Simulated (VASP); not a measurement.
Pd:

```
Pd
1.0
     0.00000    1.94650    1.94650
     1.94650    0.00000    1.94650
     1.94650    1.94650    0.00000
Pd
1
Direct
  0.00000 0.00000 0.00000
```

* Program: VASP 6.6.1
* Task: relaxation of volume and atoms at fixed shape
* Functional: LDA
* Potentials or basis: VASP PAW LDA potentials, release 64 (Pd)
* Cutoff: 500 eV
* k mesh: 11 × 11 × 11
* Occupations: fermi-dirac, width 0.1 eV
* Spin: no spin polarisation

At the start: pressure -7.4 GPa; volume 14.75 Å³/atom.

**Question.** Where does the relaxation end?

**Answer.** Over 3 steps the energy falls by 12.9 meV/atom and the volume is 14.22 Å³/atom (-3.6 %); space group Fm-3m (No. 225, to 0.05 Å).

Step by step:
| step | energy change (eV) | largest force (eV/Å) | pressure (GPa) | volume (Å³) |
| --- | --- | --- | --- | --- |
| 1 | 0.0000 | 0.0000 | -7.45 | 14.75 |
| 2 | 0.0305 | 0.0000 | 16.92 | 13.33 |
| 3 | -0.0129 | 0.0000 | -0.16 | 14.22 |

Final structure:
```
CELL_PARAMETERS angstrom
0.00000 1.92312 1.92312
1.92312 0.00000 1.92312
1.92312 1.92312 0.00000
ATOMIC_POSITIONS crystal
Pd 0.00000 0.00000 0.00000
```
